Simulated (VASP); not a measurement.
# TiSi3O8 (Pmm2) in VASP: settings compared

TiSi3O8 is run at these levels: HSE06, PBE0; tasks: single point.

Program: VASP 6.6.1. These are calculated values, not measurements. Logs are shortened: lines on timing, memory, paths and dates and some standing lists are left out, and cuts for length are marked.

**1. The cell of the first run**

Symmetry: Pmm2, No. 25, orthorhombic system. The conventional cell has a = 2.886 Å, b = 6.262 Å, c = 6.870 Å, α = 90.00°, β = 90.00°, γ = 90.00°. Within 2.2 Å of Si (site symmetry m) lie 4 O at 1.62 to 1.79 Å. Within 2.2 Å of Si (site symmetry mm2) lie 4 O at 1.63 to 1.66 Å. O (site symmetry m) has 1 Si at 1.63 Å and 1 Ti at 1.88 Å within 2.2 Å. O (site symmetry m) has 2 Si at 1.64 Å within 2.2 Å. Within 2.2 Å of O (site symmetry mm2) lie 2 Si at 1.66 Å. Within 2.2 Å of O (site symmetry mm2) lie 2 Si at 1.62 Å. Within 2.4 Å of O (site symmetry mm2) lie 2 Ti at 1.80 Å. Within 2.4 Å of O (site symmetry mm2) lie 2 Si at 1.79 Å and 2 Ti at 2.30 Å.

**2. Single point, HSE06**

POSCAR

```
TiSi3O8
1.0
    2.8858798741      0.0000000000      0.0000000000
    0.0000000000      6.2620506773      0.0000000000
    0.0000000000      0.0000000000      6.8697320130
Si O Ti
3 8 1
Direct
    0.0000000000      0.7483158505     -0.0387039207
    0.5000000000      0.0000000000      0.5144392465
    0.0000000000      0.2516841495     -0.0387039207
    0.5000000000      0.7872157712      0.6499090563
    0.5000000000      0.7187825395      0.0720229969
    0.0000000000      0.0000000000      0.3952656189
    0.0000000000      0.0000000000      0.9053806717
    0.5000000000      0.2127842288      0.6499090563
    0.5000000000      0.2812174605      0.0720229969
    0.0000000000      0.5000000000      0.4154871816
    0.0000000000      0.5000000000      0.8318450880
    0.5000000000      0.5000000000      0.5711259283
```

INCAR.step1

```
  ALGO = Normal
  EDIFF = 1E-5
  ENCUT = 520
  GGA = PE
  ISIF = 2
  ISMEAR = 0
  KPAR = 4
  LASPH = T
  LCHARG = F
  LREAL = F
  LWAVE = T
  NBANDS = 48
  NELM = 60
  PREC = Accurate
  SIGMA = 0.01
```

INCAR.step2

```
  ALGO = Normal
  EDIFF = 1E-6
  ENCUT = 520
  GGA = PE
  HFSCREEN = 0.2079
  ISIF = 2
  ISMEAR = 0
  ISTART = 1
  KPAR = 4
  LASPH = T
  LCHARG = F
  LHFCALC = T
  LREAL = F
  LWAVE = F
  NBANDS = 48
  NELM = 60
  PREC = Accurate
  PRECFOCK = Fast
  SIGMA = 0.01
```

KPOINTS

```
k-points
0
Gamma
  6 2 2
```

Potentials or basis: VASP PAW PBE potentials, release 64 (Si, O, Ti_sv).

Launch:

```console
> cat potpaw_PBE.64/Si/POTCAR potpaw_PBE.64/O/POTCAR potpaw_PBE.64/Ti_sv/POTCAR > POTCAR
> cp INCAR.step1 INCAR
> mpirun -np 4 vasp_std > vasp.out
> cp INCAR.step2 INCAR
> mpirun -np 4 vasp_std > vasp.out
```

OUTCAR:

```text
EDIFF = 1E-6
   ENCUT = 520
   GGA = PE
   HFSCREEN = 0.2079
   ISIF = 2
   ISMEAR = 0
   ISTART = 1
   LASPH = T
   LHFCALC = T
   LREAL = F
   NELM = 60
   PREC = Accurate
   PRECFOCK = Fast

 ion  position               nearest neighbor table
   1  0.000  0.748  0.961-   7 1.62   5 1.64   5 1.64  11 1.79   3 3.11
   2  0.500  0.000  0.514-   4 1.63   8 1.63   6 1.66   6 1.66
   3  0.000  0.252  0.961-   7 1.62   9 1.64   9 1.64  11 1.79   1 3.11
   4  0.500  0.787  0.650-   2 1.63  12 1.88
   5  0.500  0.719  0.072-   1 1.64   1 1.64
   6  0.000  0.000  0.395-   2 1.66   2 1.66
   7  0.000  0.000  0.905-   1 1.62   3 1.62
   8  0.500  0.213  0.650-   2 1.63  12 1.88
   9  0.500  0.281  0.072-   3 1.64   3 1.64
  10  0.000  0.500  0.415-  12 1.80  12 1.80
  11  0.000  0.500  0.832-   1 1.79   3 1.79  12 2.30  12 2.30
  12  0.500  0.500  0.571-  10 1.80  10 1.80   4 1.88   8 1.88  11 2.30  11 2.30

  LATTYP: Found a simple orthorhombic cell.
 ALAT       =     2.8858798741
 B/A-ratio  =     2.1698930484
 C/A-ratio  =     2.3804636065

  Lattice vectors:

 A1 = (   2.8858798741,   0.0000000000,   0.0000000000)
 A2 = (   0.0000000000,   6.2620506773,   0.0000000000)
 A3 = (   0.0000000000,   0.0000000000,   6.8697320130)

Analysis of symmetry for initial positions (statically):
=====================================================================
 Subroutine PRICEL returns:
 Original cell was already a primitive cell.

 Routine SETGRP: Setting up the symmetry group for a
 simple orthorhombic supercell.

 Subroutine GETGRP returns: Found  4 space group operations
 (whereof  4 operations were pure point group operations)
 out of a pool of  8 trial point group operations.

The static configuration has the point symmetry C_2v.

Analysis of symmetry for dynamics (positions and initial velocities):
=====================================================================
 Subroutine PRICEL returns:
 Original cell was already a primitive cell.

 Routine SETGRP: Setting up the symmetry group for a
 simple orthorhombic supercell.

 Subroutine GETGRP returns: Found  4 space group operations
 (whereof  4 operations were pure point group operations)
[... 128 lines left out ...]
   ISMEAR =     0;   SIGMA  =   0.01  broadening in eV -4-tet -1-fermi 0-gaus
   EFERMI_NEDOS =   21; number of points for ismear=-14 and -15
   IALGO  =     38    algorithm
   IMIX   =      1    mixing-type and parameters
     AMIX     =   0.40;   BMIX     =  1.00
     AMIX_MAG =   1.60;   BMIX_MAG =  1.00
  volume/ion in A,a.u.               =      10.35        69.82
  Fermi-wavevector in a.u.,A,eV,Ry     =   1.365235  2.579920 25.359450  1.863867
  Thomas-Fermi vector in A             =   2.491481
   LORBIT       =      0    0 simple, 1 ext, 2 COOP (PROOUT), +10 PAW based schemes
   GGA     = PE    functional components
   LHFCALC =     T    Hartree Fock is set to
   PRECFOCK=fast      Normal, Fast or Accurate (Low or Medium for compatibility)
   ENCUT4O =  -1.0   cutoff for four orbital integrals eV
   NKREDX  =     1    reduce k-point grid by
   NKREDY  =     1    reduce k-point grid by
   NKREDZ  =     1    reduce k-point grid by
   AEXX    =    0.2500 exact exchange contribution
   HFSCREEN=    0.2079 screening length (either q_TF or 0.3 A-1)
   HFSCREENC=   0.2079 screening length for correlation (either q_TF or 0.3 A-1)
   ENCUTFOCK=  -1.0 apply spherical cutoff to Coloumb kernel
   IVDW    =     0    specifies the selected vdW correction
   LEPSILON=     F    determine dielectric tensor
   LRPA    =     F    only Hartree local field effects (RPA)
 non-spin polarized calculation
 Gauss-broadening in eV      SIGMA  =   0.01
  energy-cutoff  :      520.00
  volume of cell :      124.15
 maximum number of plane-waves:      3368
 NGX is ok and might be reduce to    24
  NGX = 12; NGY = 28; NGZ = 28

 number of electron      72.0000015 magnetization

 Free energy of the ion-electron system (eV)
  ---------------------------------------------------
  ext. energy  EPLUGINS =         0.00000000
  ---------------------------------------------------
  free energy    TOTEN  =      -116.84208014 eV

  energy without entropy =     -116.84208014  energy(sigma->0) =     -116.84208014

 E-fermi :   2.9240     XC(G=0):  -8.8065

 val. band max:        2.7578811904   @ k =   0.3333   0.5000   0.0000
 cond. band min:       7.8230816731   @ k =   0.3333   0.5000   0.0000
 fundamental gap:      5.0652004828
 Fermi energy:         2.9240280489

 k-point     1 :       0.0000    0.0000    0.0000
  band No.  band energies     occupation
      1     -57.4579      2.00000
      2     -32.1901      2.00000
      3     -32.1212      2.00000
      4     -31.8965      2.00000
      5     -19.1183      2.00000
      6     -18.0979      2.00000
[... 805 lines left out ...]
     47      14.6745      0.00000
     48      14.7524      0.00000

------------------------ aborting loop because EDIFF is reached ----------------------------------------

  FORCE on cell =-STRESS in cart. coord.  units (eV):
  Direction    XX          YY          ZZ          XY          YZ          ZX
  --------------------------------------------------------------------------------------
  -------------------------------------------------------------------------------------
  Total       -0.7152439     -0.5779842     -0.5061085      0.0000000      0.0000000      0.0000000
  in kB       -9.2306041     -7.4591938     -6.5315997      0.0000000      0.0000000      0.0000000
  external PRESSURE =      -7.7404659 kB  Pullay stress =       0.0000000 kB

 VOLUME and BASIS-vectors are now :
 -----------------------------------------------------------------------------
  energy-cutoff  :      520.00
  volume of cell :      124.15
      direct lattice vectors                 reciprocal lattice vectors
     2.885879874  0.000000000  0.000000000     0.346514770  0.000000000  0.000000000
     0.000000000  6.262050677  0.000000000     0.000000000  0.159692096  0.000000000
     0.000000000  0.000000000  6.869732013     0.000000000  0.000000000  0.145566086

 POSITION                                       TOTAL-FORCE (eV/Angst)
 -----------------------------------------------------------------------------------
      0.00000      4.68599      6.60385         0.000000      0.038379     -0.052914
      1.44294      0.00000      3.53406         0.000000      0.000000      0.035496
      0.00000      1.57606      6.60385        -0.000000     -0.038379     -0.052914
      1.44294      4.92959      4.46470         0.000000     -0.157017     -0.039359
      1.44294      4.50105      0.49478        -0.000000      0.004413     -0.125567
      0.00000      0.00000      2.71537         0.000000      0.000000      0.117339
      0.00000      0.00000      6.21972         0.000000      0.000000      0.060291
      1.44294      1.33247      4.46470         0.000000      0.157017     -0.039359
      1.44294      1.76100      0.49478         0.000000     -0.004413     -0.125567
      0.00000      3.13103      2.85429         0.000000      0.000000      0.351121
      0.00000      3.13103      5.71455         0.000000      0.000000     -0.000194
      1.44294      3.13103      3.92348         0.000000      0.000000     -0.128374
 -----------------------------------------------------------------------------------
    total drift:                                0.000000      0.000000     -0.008245

  FREE ENERGIE OF THE ION-ELECTRON SYSTEM (eV)
  ---------------------------------------------------
  free  energy   TOTEN  =      -116.8420801405 eV

  energy  without entropy=     -116.8420801405  energy(sigma->0) =     -116.84208014
```

OSZICAR.step1:

```text
N       E                     dE             d eps       ncg     rms          rms(c)
DAV:   1     0.667598949012E+03    0.66760E+03   -0.37457E+04  1536   0.153E+03
DAV:   2    -0.374593424474E+02   -0.70506E+03   -0.67132E+03  1824   0.406E+02
DAV:   3    -0.107427010141E+03   -0.69968E+02   -0.69331E+02  1992   0.135E+02
DAV:   4    -0.111005515708E+03   -0.35785E+01   -0.35706E+01  2408   0.261E+01
DAV:   5    -0.111074250814E+03   -0.68735E-01   -0.68729E-01  1952   0.294E+00    0.339E+01
DAV:   6    -0.948369532433E+02    0.16237E+02   -0.64264E+01  2040   0.575E+01    0.137E+01
DAV:   7    -0.948236074578E+02    0.13346E-01   -0.14984E+01  2120   0.258E+01    0.106E+01
DAV:   8    -0.943649341477E+02    0.45867E+00   -0.81096E-01  2088   0.887E+00    0.465E+00
DAV:   9    -0.943985217122E+02   -0.33588E-01   -0.29896E-01  2232   0.331E+00    0.125E+00
DAV:  10    -0.943971389359E+02    0.13828E-02   -0.82406E-02  2176   0.207E+00    0.473E-01
DAV:  11    -0.943963006364E+02    0.83830E-03   -0.74914E-03  1984   0.530E-01    0.279E-01
DAV:  12    -0.943958004302E+02    0.50021E-03   -0.41851E-03  2120   0.353E-01    0.717E-02
DAV:  13    -0.943958416373E+02   -0.41207E-04   -0.32879E-04  1976   0.129E-01    0.284E-02
DAV:  14    -0.943958504380E+02   -0.88007E-05   -0.59174E-05  1824   0.431E-02
   1 F= -.94395850E+02 E0= -.94395850E+02  d E =-.249150E-33
```

Run time: 23 min. Hardware: 4 MPI ranks of AMD EPYC 9R14 (Zen 4), shared host; peak memory 0.41 GiB.

What came out:

```
Free energy            : -116.8421 eV
Pressure               : -0.8 GPa
Largest force          : 0.351 eV/Å
Band gap on the k mesh : 5.07 eV
```

Forces on the atoms (eV/Å):
```
Si   0.000  0.038 -0.053
Si   0.000  0.000  0.035
Si   0.000 -0.038 -0.053
O    0.000 -0.157 -0.039
O    0.000  0.004 -0.126
O    0.000  0.000  0.117
O    0.000  0.000  0.060
O    0.000  0.157 -0.039
O    0.000 -0.004 -0.126
O    0.000  0.000  0.351
O    0.000  0.000  0.000
Ti   0.000  0.000 -0.128
```

Stress tensor (GPa, compression positive):
```
-0.92  0.00  0.00
 0.00 -0.75  0.00
 0.00  0.00 -0.65
```

Caveat: the k points lie up to 0.50 Å⁻¹ apart; the PAW data sets were made with another functional, which shifts forces and pressure a little.

**3. Single point, PBE0**

POSCAR is that of step 2.

INCAR.step1

```
PREC     = Accurate       # precision mode
ENCUT    = 520            # plane-wave cutoff, eV
EDIFF    = 1E-5           # SCF threshold, eV
ISMEAR   = 0              # smearing method
SIGMA    = 0.01           # smearing width, eV
LREAL    = F              # projectors in reciprocal space
LASPH    = T              # aspherical terms in the spheres
NELM     = 80             # most SCF steps
ALGO     = Normal         # electronic algorithm
ISIF     = 2              # what is computed and relaxed
LWAVE    = T              # write WAVECAR
LCHARG   = F              # write CHGCAR
GGA      = PE             # functional
NBANDS   = 48             # bands
KPAR     = 4
```

INCAR.step2

```
PREC     = Accurate       # precision mode
ENCUT    = 520            # plane-wave cutoff, eV
EDIFF    = 1E-7           # SCF threshold, eV
ISMEAR   = 0              # smearing method
SIGMA    = 0.01           # smearing width, eV
LREAL    = F              # projectors in reciprocal space
LASPH    = T              # aspherical terms in the spheres
NELM     = 80             # most SCF steps
ALGO     = Normal         # electronic algorithm
ISIF     = 2              # what is computed and relaxed
LWAVE    = F              # write WAVECAR
LCHARG   = F              # write CHGCAR
GGA      = PE             # functional
LHFCALC  = T              # exact exchange
AEXX     = 0.25           # exact-exchange fraction
PRECFOCK = Fast         
ISTART   = 1            
NBANDS   = 48             # bands
KPAR     = 4
```

KPOINTS

```
regular mesh
0
Gamma
  6 2 2
```

Potentials or basis: VASP PAW PBE potentials, release 64 (Si, O, Ti_sv).

Launch:

```console
> cat potpaw_PBE.64/Si/POTCAR potpaw_PBE.64/O/POTCAR potpaw_PBE.64/Ti_sv/POTCAR > POTCAR
> cp INCAR.step1 INCAR
> mpirun -np 4 vasp_std > vasp.out
> cp INCAR.step2 INCAR
> mpirun -np 4 vasp_std > vasp.out
```

Wall time 27 min (4 MPI ranks of AMD EPYC 9R14 (Zen 4), shared host); peak memory 0.32 GiB.

It converged, with:

```
Free energy            : -123.8682 eV
Pressure               : -0.9 GPa
Largest force          : 0.342 eV/Å
Band gap on the k mesh : 5.86 eV
```

Forces on the atoms (eV/Å):
```
Si   0.000  0.043 -0.039
Si   0.000  0.000  0.034
Si   0.000 -0.043 -0.039
O    0.000 -0.152 -0.038
O    0.000  0.004 -0.130
O    0.000  0.000  0.120
O    0.000  0.000  0.054
O    0.000  0.152 -0.038
O    0.000 -0.004 -0.130
O    0.000  0.000  0.342
O    0.000  0.000 -0.008
Ti   0.000  0.000 -0.125
```

Stress tensor (GPa, compression positive):
```
-1.12  0.00  0.00
 0.00 -0.86  0.00
 0.00  0.00 -0.84
```

Levels at points of the mesh, in eV from the valence-band top:
```csv
k point,band 34,band 35,band 36,band 37,band 38,band 39
"(0.00, 0.00, 0.00)",-0.96,-0.83,-0.30,6.37,6.62,6.95
"(0.50, 0.00, 0.00)",-0.91,-0.86,-0.79,6.27,6.48,7.03
"(0.00, 0.50, 0.00)",-0.64,-0.47,-0.25,6.47,6.51,7.10
"(0.50, 0.50, 0.00)",-0.97,-0.66,-0.06,6.00,6.49,6.83
"(0.00, 0.00, 0.50)",-0.85,-0.70,-0.31,6.38,6.62,7.48
"(0.50, 0.00, 0.50)",-0.98,-0.79,-0.72,6.32,6.47,7.01
"(0.00, 0.50, 0.50)",-0.64,-0.47,-0.15,6.44,6.51,7.04
"(0.50, 0.50, 0.50)",-0.92,-0.47,-0.03,6.03,6.47,6.80
```

Caveat: the k points lie up to 0.50 Å⁻¹ apart; the PAW data sets were made with another functional, which shifts forces and pressure a little.
